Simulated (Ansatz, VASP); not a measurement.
# ZnS in VASP and in Ansatz

Contents of POSCAR:

```
ZnS
1.0
    3.7813979448      0.0000000028      0.0000000000
   -1.8906989749      3.2747866806      0.0000000000
    0.0000000000      0.0000000000      6.2074428173
Zn S
2 2
Direct
    0.3333333333      0.6666666667      0.5024422975
    0.6666666667      0.3333333333      0.0024422975
    0.6666666667      0.3333333333      0.3765677025
    0.3333333333      0.6666666667      0.8765677025
```

File INCAR.step1:

```
ALGO = Normal ; EDIFF = 1E-5
ENCUT = 550 ; GGA = PE
GGA_COMPAT = False ; ISMEAR = 0
LASPH = True ; LCHARG = False
LREAL = False ; LWAVE = True
NBANDS = 26 ; NELM = 120
PREC = Accurate ; SIGMA = 0.02
```

The input INCAR.step2:

```
ALGO = Normal ; EDIFF = 1E-6
ENCUT = 550 ; GGA_COMPAT = False
ISIF = 2 ; ISMEAR = 0
ISTART = 1 ; LASPH = True
LCHARG = False ; LMIXTAU = True
LREAL = False ; LWAVE = False
METAGGA = R2SCAN ; NBANDS = 26
NELM = 120 ; PREC = Accurate
SIGMA = 0.02
```

KPOINTS

```
k-points
0
Gamma
  9 9 6
```

Input for Ansatz:

```yaml
crystal:
  lattice:
    - [3.7813979448, 2.8e-09, 0.0]
    - [-1.8906989749, 3.2747866806, 0.0]
    - [0.0, 0.0, 6.2074428173]
  atoms:
    - { symbol: Zn, position: [0.3333333333, 0.6666666667, 0.5024422975] }
    - { symbol: Zn, position: [0.6666666667, 0.3333333333, 0.0024422975] }
    - { symbol: S, position: [0.6666666667, 0.3333333333, 0.3765677025] }
    - { symbol: S, position: [0.3333333333, 0.6666666667, 0.8765677025] }
basis:
  ecutwfc: 500
kpoints:
  mp_grid: { grid: [9, 9, 6] }
  band_path:
    path:
      - [0.0, 0.0, 0.0]
      - [0.5, 0.0, 0.0]
      - [0.3333333333, 0.3333333333, 0.0]
      - [0.0, 0.0, 0.5]
      - [0.5, 0.0, 0.5]
      - [0.3333333333, 0.3333333333, 0.5]
    npoints: 1
hamiltonian:
  xc: r2scan
scf:
  occupations: { method: gaussian, width: 0.02 }
  n_extra_bands: 5
output:
  forces: true
  stress: true
  eigenvalues: true
```

Alike in both runs: task single point; functional r2SCAN; k mesh 9 × 9 × 6; occupations gaussian, width 0.02 eV; no spin polarisation.

|  | VASP | Ansatz |
| --- | --- | --- |
| version | VASP 6.6.1 | Ansatz 0.2.0 |
| potentials or method | VASP PAW PBE potentials, release 64 (Zn, S), cutoff 550 eV | scalar-relativistic, plane waves, PAW |
| valence electrons in the cell | 36 | 36 |

Ansatz gave:

- gap on the k mesh at the Fermi level (eV): 2.87
- least direct gap on the mesh (eV): 2.87
- pressure (GPa): 1.6
- traceless stress, the component that is largest in VASP (GPa): 0.00
- rms of the force components (eV/Å): 0.002

Which values does VASP return?

gap on the k mesh at the Fermi level (eV): 2.88; least direct gap on the mesh (eV): 2.88; pressure (GPa): 1.6; traceless stress, the component that is largest in VASP (GPa): -0.06; rms of the force components (eV/Å): 0.003.

VASP's potentials were made for PBE, not for r2SCAN. Atom by atom the forces differ by 0.002 eV/Å (rms over components).
